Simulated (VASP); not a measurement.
# Ru (P6_3/mmc) in VASP: further runs

Ru is run at these levels: PBEsol; tasks: single point.

All numbers are computed with VASP 6.6.1; they aren't measurements. Logs are shortened: lines on timing, memory, paths and dates and some standing lists are left out, and cuts for length are marked.

**1. The cell of the first run**

Symmetry: P6_3/mmc, No. 194, hexagonal system. The conventional cell has a = 2.708 Å, b = 2.708 Å, c = 4.268 Å, α = 90.00°, β = 90.00°, γ = 120.00°. Within 3.5 Å of Ru (site symmetry -6m2) lie 12 Ru at 2.65 to 2.71 Å.

**2. Single point, PBEsol**

File INCAR:

```
SYSTEM = Ru
PREC = Accurate
ENCUT = 520
EDIFF = 1E-6
ISMEAR = 0
SIGMA = 0.1
LREAL = .False.
LASPH = .True.
NELM = 80
ALGO = Normal
ISIF = 2
LWAVE = .False.
LCHARG = .False.
GGA = PS
NBANDS = 21
```

File KPOINTS:

```
Automatic mesh
0
Gamma
  9 9 4
  0 0 0
```

File POSCAR:

```
Ru
1.0
    2.7078263400      0.0000000000      0.0000000000
   -1.3539131700      2.3450464000      0.0000000000
    0.0000000000      0.0000000000      4.2681017800
Ru
2
Direct
    0.3333333300      0.6666666700      0.2500000000
    0.6666666700      0.3333333300      0.7500000000
```

Potentials or basis: VASP PAW PBE potentials, release 64 (Ru_pv).

The run is started by

```bash
> cat potpaw_PBE.64/Ru_pv/POTCAR > POTCAR
> mpirun -np 1 vasp_std > vasp.out
```

OUTCAR:

```text
SYSTEM = Ru
   PREC = Accurate
   ENCUT = 520
   EDIFF = 1E-6
   ISMEAR = 0
   LREAL = .False.
   LASPH = .True.
   NELM = 80
   ISIF = 2
   GGA = PS

 ion  position               nearest neighbor table
   1  0.333  0.667  0.250-   2 2.65   2 2.65   2 2.65   2 2.65   2 2.65   2 2.65
   2  0.667  0.333  0.750-   1 2.65   1 2.65   1 2.65   1 2.65   1 2.65   1 2.65

  LATTYP: Found a hexagonal cell.
 ALAT       =     2.7078263400
 C/A-ratio  =     1.5762095659

  Lattice vectors:

 A1 = (   2.7078263400,   0.0000000000,   0.0000000000)
 A2 = (  -1.3539131700,   2.3450464000,   0.0000000000)
 A3 = (   0.0000000000,   0.0000000000,   4.2681017800)

Analysis of symmetry for initial positions (statically):
=====================================================================
 Subroutine PRICEL returns:
 Original cell was already a primitive cell.

 Routine SETGRP: Setting up the symmetry group for a
 hexagonal supercell.

 Subroutine GETGRP returns: Found 24 space group operations
 (whereof 12 operations were pure point group operations)
 out of a pool of 24 trial point group operations.

The static configuration has the point symmetry D_3d.
 The point group associated with its full space group is D_6h.

Analysis of symmetry for dynamics (positions and initial velocities):
=====================================================================
 Subroutine PRICEL returns:
 Original cell was already a primitive cell.

 Routine SETGRP: Setting up the symmetry group for a
 hexagonal supercell.

 Subroutine GETGRP returns: Found 24 space group operations
 (whereof 12 operations were pure point group operations)
 out of a pool of 24 trial point group operations.

The dynamic configuration has the point symmetry D_3d.
 The point group associated with its full space group is D_6h.

 Subroutine INISYM returns: Found 24 space group operations
 (whereof 12 operations are pure point group operations),
 and found     1 'primitive' translations

----------------------------------------------------------------------------------------

                                     Primitive cell

  volume of cell :      27.1024

  direct lattice vectors                    reciprocal lattice vectors
     2.707826340  0.000000000  0.000000000     0.369299901  0.213215397  0.000000000
    -1.353913170  2.345046400  0.000000000     0.000000000  0.426430795  0.000000000
     0.000000000  0.000000000  4.268101780     0.000000000  0.000000000  0.234296193

  length of vectors
     2.707826340  2.707826340  4.268101780     0.426430795  0.426430795  0.234296193

  position of ions in fractional coordinates (direct lattice)
     0.333333330  0.666666670  0.250000000
     0.666666670  0.333333330  0.750000000

  ion indices of the primitive-cell ions
   primitive index   ion index
                 1           1
                 2           2

----------------------------------------------------------------------------------------

 KPOINTS: Automatic mesh

Automatic generation of k-mesh.
 Grid dimensions read from file:
 generate k-points for:    9    9    4

 Generating k-lattice:

  Cartesian coordinates                     Fractional coordinates (reciprocal lattice)
     0.041033322  0.023690600  0.000000000     0.111111111  0.000000000  0.000000000
     0.000000000  0.047381199  0.000000000     0.000000000  0.111111111  0.000000000
     0.000000000  0.000000000  0.058574048     0.000000000  0.000000000  0.250000000

  Length of vectors
     0.047381199  0.047381199  0.058574048

  Shift w.r.t. Gamma in fractional coordinates (k-lattice)
     0.000000000  0.000000000  0.000000000

 Subroutine IBZKPT returns following result:
 ===========================================

 Found     36 irreducible k-points:

 Following reciprocal coordinates:
            Coordinates               Weight
  0.000000  0.000000  0.000000      1.000000
  0.111111  0.000000  0.000000      6.000000
  0.222222  0.000000  0.000000      6.000000
  0.333333  0.000000  0.000000      6.000000
  0.444444  0.000000  0.000000      6.000000
  0.111111  0.111111  0.000000      6.000000
[... 16 lines left out ...]
  0.333333  0.222222  0.250000     24.000000
  0.333333  0.333333  0.250000      4.000000
 [... further k-points ...]
   k-points           NKPTS =     36   k-points in BZ     NKDIM =     36   number of bands    NBANDS=     21
   number of dos      NEDOS =    301   number of ions     NIONS =      2
   total plane-waves  NPLWV =  12800
   dimension x,y,z NGX =    20 NGY =   20 NGZ =   32
   dimension x,y,z NGXF=    40 NGYF=   40 NGZF=   64
   ions per type =               2
   NGX,Y,Z   is equivalent  to a cutoff of  12.28, 12.28, 12.46 a.u.
   NGXF,Y,Z  is equivalent  to a cutoff of  24.56, 24.56, 24.93 a.u.
 SYSTEM =  Ru
   PREC   = accura    normal or accurate (medium, high low for compatibility)
   ISTART =      0    job   : 0-new  1-cont  2-samecut
   ICHARG =      2    charge: 1-file 2-atom 10-const
   ISPIN  =      1    spin polarized calculation?
   LNONCOLLINEAR =      F non collinear calculations
   LSORBIT =      F    spin-orbit coupling
   LASPH  =      T    aspherical Exc in radial PAW
   ENCUT  =  520.0 eV  38.22 Ry    6.18 a.u.   5.03  5.03  7.94*2*pi/ulx,y,z
   NELM   =     80;   NELMIN=  2; NELMDL= -5     # of ELM steps
   EDIFF  = 0.1E-05   stopping-criterion for ELM
   LREAL  =      F    real-space projection
   EDIFFG = 0.1E-04   stopping-criterion for IOM
   NSW    =      0    number of steps for IOM
   IBRION =     -1    ionic relax: 0-MD 1-quasi-New 2-CG
   NFREE  =      0    steps in history (QN), initial steepest desc. (CG)
   ISIF   =      2    stress and relaxation
   ISYM   =      2    0-nonsym 1-usesym 2-fastsym
   POTIM  = 0.5000    time-step for ionic-motion
   TEBEG  =    0.0;   TEEND  =   0.0 temperature during run
   PSTRESS=    0.0 pullay stress
   NELECT =      28.0000    total number of electrons
   NUPDOWN=      -1.0000    fix difference up-down
   EMIN   =  10.00;   EMAX   =-10.00  energy-range for DOS
   EFERMI =   0.00;   METHOD = LEGACY
   ISMEAR =     0;   SIGMA  =   0.10  broadening in eV -4-tet -1-fermi 0-gaus
   EFERMI_NEDOS =   21; number of points for ismear=-14 and -15
   IALGO  =     38    algorithm
   IMIX   =      4    mixing-type and parameters
     AMIX     =   0.40;   BMIX     =  1.00
     AMIX_MAG =   1.60;   BMIX_MAG =  1.00
  volume/ion in A,a.u.               =      13.55        91.45
  Fermi-wavevector in a.u.,A,eV,Ry     =   1.654977  3.127452 37.265640  2.738947
  Thomas-Fermi vector in A             =   2.743152
   LORBIT       =      0    0 simple, 1 ext, 2 COOP (PROOUT), +10 PAW based schemes
   GGA     = PS    functional components
   LHFCALC =     F    Hartree Fock is set to
   AEXX    =    0.0000 exact exchange contribution
   IVDW    =     0    specifies the selected vdW correction
   LEPSILON=     F    determine dielectric tensor
   LRPA    =     F    only Hartree local field effects (RPA)
 non-spin polarized calculation
 Gauss-broadening in eV      SIGMA  =   0.10
  energy-cutoff  :      520.00
  volume of cell :       27.10
 maximum number of plane-waves:       744
   NGX = 11   NGY = 11   NGZ = 15

 number of electron      28.0000006 magnetization

 Free energy of the ion-electron system (eV)
  ---------------------------------------------------
  ext. energy  EPLUGINS =         0.00000000
  ---------------------------------------------------
  free energy    TOTEN  =       -20.32816268 eV

  energy without entropy =      -20.31734079  energy(sigma->0) =      -20.32275173

 E-fermi :  12.9085     XC(G=0): -14.2928

 val. band max:       12.7695915038   @ k =   0.3333   0.0000   0.2500
 cond. band min:      12.9136140693   @ k =   0.3333   0.0000   0.0000
 fundamental gap:      0.1440225655
 Fermi energy:        12.9085226198

 k-point     1 :       0.0000    0.0000    0.0000
  band No.  band energies     occupation
      1     -30.8933      2.00000
      2     -29.9343      2.00000
      3     -29.9343      2.00000
      4     -29.7586      2.00000
      5     -29.7586      2.00000
      6     -29.7266      2.00000
[... 13 lines left out ...]
     20      23.0025      0.00000
     21      23.1652      0.00000

 k-point     2 :       0.1111    0.0000    0.0000
  band No.  band energies     occupation
      1     -30.8512      2.00000
      2     -30.0217      2.00000
      3     -29.9638      2.00000
      4     -29.8495      2.00000
      5     -29.7706      2.00000
      6     -29.7468      2.00000
[... 13 lines left out ...]
     20      23.0024      0.00000
     21      23.1209      0.00000

 k-point     3 :       0.2222    0.0000    0.0000
  band No.  band energies     occupation
      1     -30.7348      2.00000
      2     -30.2432      2.00000
      3     -30.0721      2.00000
      4     -30.0351      2.00000
      5     -29.8075      2.00000
      6     -29.8037      2.00000
[... 13 lines left out ...]
     20      23.0022      0.00000
     21      23.0476      0.00000

 k-point     4 :       0.3333    0.0000    0.0000
  band No.  band energies     occupation
      1     -30.5744      2.00000
      2     -30.4949      2.00000
      3     -30.3129      2.00000
      4     -30.1120      2.00000
      5     -29.9042      2.00000
      6     -29.8445      2.00000
[... 13 lines left out ...]
     20      23.0003      0.00000
     21      23.0086      0.00000

 k-point     5 :       0.4444    0.0000    0.0000
  band No.  band energies     occupation
      1     -30.6585      2.00000
      2     -30.4641      2.00000
      3     -30.4305      2.00000
      4     -30.1605      2.00000
      5     -30.0062      2.00000
      6     -29.8723      2.00000
[... 13 lines left out ...]
     20      23.0004      0.00000
     21      23.6081      0.00000

 k-point     6 :       0.1111    0.1111    0.0000
  band No.  band energies     occupation
      1     -30.7718      2.00000
      2     -30.1514      2.00000
      3     -30.0811      2.00000
      4     -29.9470      2.00000
      5     -29.8103      2.00000
      6     -29.7874      2.00000
[... 13 lines left out ...]
     20      23.0022      0.00000
     21      23.0655      0.00000

 k-point     7 :       0.2222    0.1111    0.0000
  band No.  band energies     occupation
      1     -30.6319      2.00000
      2     -30.3675      2.00000
      3     -30.2666      2.00000
      4     -30.0654      2.00000
      5     -29.8693      2.00000
      6     -29.8675      2.00000
[... 13 lines left out ...]
     20      23.0018      0.00000
     21      23.0351      0.00000
[... 291 lines left out ...]
      1     -30.6932      2.00000
      2     -30.5372      2.00000
      3     -30.2574      2.00000
      4     -30.1321      2.00000
      5     -29.9853      2.00000
      6     -29.9055      2.00000
[... 13 lines left out ...]
     20      23.0008      0.00000
     21      23.6139      0.00000

 k-point    21 :       0.4444    0.1111    0.2500
  band No.  band energies     occupation
      1     -30.7440      2.00000
      2     -30.5946      2.00000
      3     -30.2656      2.00000
      4     -30.1172      2.00000
      5     -30.0320      2.00000
      6     -29.9294      2.00000
[... 13 lines left out ...]
     20      22.9941      0.00000
     21      23.6372      0.00000

 k-point    22 :       0.2222    0.2222    0.2500
  band No.  band energies     occupation
      1     -30.6291      2.00000
      2     -30.5181      2.00000
      3     -30.2160      2.00000
      4     -30.2050      2.00000
      5     -30.0152      2.00000
      6     -29.9005      2.00000
[... 13 lines left out ...]
     20      23.0006      0.00000
     21      24.6536      0.00000

 k-point    23 :       0.3333    0.2222    0.2500
  band No.  band energies     occupation
      1     -30.6477      2.00000
      2     -30.5567      2.00000
      3     -30.3560      2.00000
      4     -30.1623      2.00000
      5     -30.0771      2.00000
      6     -29.9530      2.00000
[... 13 lines left out ...]
     20      22.9955      0.00000
     21      23.3323      0.00000

 k-point    24 :       0.3333    0.3333    0.2500
  band No.  band energies     occupation
      1     -30.5429      2.00000
      2     -30.5429      2.00000
      3     -30.4927      2.00000
      4     -30.2276      2.00000
      5     -30.0218      2.00000
      6     -30.0218      2.00000
[... 13 lines left out ...]
     20      23.0010      0.00000
     21      23.0010      0.00000

 [... further k-points ...]

------------------------ aborting loop because EDIFF is reached ----------------------------------------

  FORCE on cell =-STRESS in cart. coord.  units (eV):
  Direction    XX          YY          ZZ          XY          YZ          ZX
  --------------------------------------------------------------------------------------
  -------------------------------------------------------------------------------------
  Total       -0.8829871     -0.8829871     -1.0800216     -0.0000000      0.0000000     -0.0000000
  in kB      -52.1984882    -52.1984882    -63.8463373     -0.0000000      0.0000000     -0.0000000
  external PRESSURE =     -56.0811046 kB  Pullay stress =       0.0000000 kB

 VOLUME and BASIS-vectors are now :
 -----------------------------------------------------------------------------
  energy-cutoff  :      520.00
  volume of cell :       27.10
      direct lattice vectors                 reciprocal lattice vectors
     2.707826340  0.000000000  0.000000000     0.369299901  0.213215397  0.000000000
    -1.353913170  2.345046400  0.000000000     0.000000000  0.426430795  0.000000000
     0.000000000  0.000000000  4.268101780     0.000000000  0.000000000  0.234296193

 POSITION                                       TOTAL-FORCE (eV/Angst)
 -----------------------------------------------------------------------------------
     -0.00000      1.56336      1.06703         0.000000      0.000000      0.000000
      1.35391      0.78168      3.20108        -0.000000     -0.000000      0.000000
 -----------------------------------------------------------------------------------
    total drift:                               -0.000004      0.000003     -0.000000

  FREE ENERGIE OF THE ION-ELECTRON SYSTEM (eV)
  ---------------------------------------------------
  free  energy   TOTEN  =       -20.3281626766 eV

  energy  without entropy=      -20.3173407931  energy(sigma->0) =      -20.32275173
```

Run time: 23 s. Hardware: 1 thread of Intel Xeon 8259CL, shared host; peak memory 0.14 GiB.

What came out:

```yaml
Free_energy: -20.3282 eV
Pressure: -5.6 GPa
Band_gap_on_the_k_mesh: zero (bands 14 and 15 overlap by 3.06 eV)
```

Stress tensor (GPa, compression positive):
```
-5.22  0.00  0.00
 0.00 -5.22  0.00
 0.00  0.00 -6.38
```

Caveat: the k points lie up to 0.37 Å⁻¹ apart, too coarse for converged energies and pressures of a metal; the PAW data sets were made with another functional, which shifts forces and pressure a little.

(Part 1 of 2 ends here.)
